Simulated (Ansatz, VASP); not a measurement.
## One calculation of Sn, two programs

```
CELL_PARAMETERS angstrom
0.00000 3.27806 3.24560
3.27806 0.00000 3.24560
3.27806 3.27806 0.00000
ATOMIC_POSITIONS crystal
Sn 0.50000 0.50000 0.50000
Sn 0.75000 0.75000 0.75000
```

Change from the starting cell: equal xx and yy strain of +1 %.

Alike in both runs: task single point; functional LDA; k mesh 9 × 9 × 9; occupations fermi-dirac, width 0.03 eV; no spin polarisation.

```csv
,VASP,Ansatz
version,VASP 6.6.1,Ansatz 0.2.0
potentials or method,"VASP PAW LDA potentials, release 64 (Sn_d), cutoff 520 eV","all-electron LAPW, scalar-relativistic"
```

Ansatz gave:

| Item | Value |
| --- | --- |
| pressure (GPa) | -1.2 |
| traceless stress, the component that is largest in VASP (GPa) | 0.18 |

Problem. What did VASP give for the same quantities?

Solution. Pressure (GPa): -1.2; traceless stress, the component that is largest in VASP (GPa): 0.19.

LDA's correlation is that of Perdew and Zunger in VASP and of Perdew and Wang (1992) in Ansatz. Ansatz ran all-electron here, and VASP with PAW potentials.
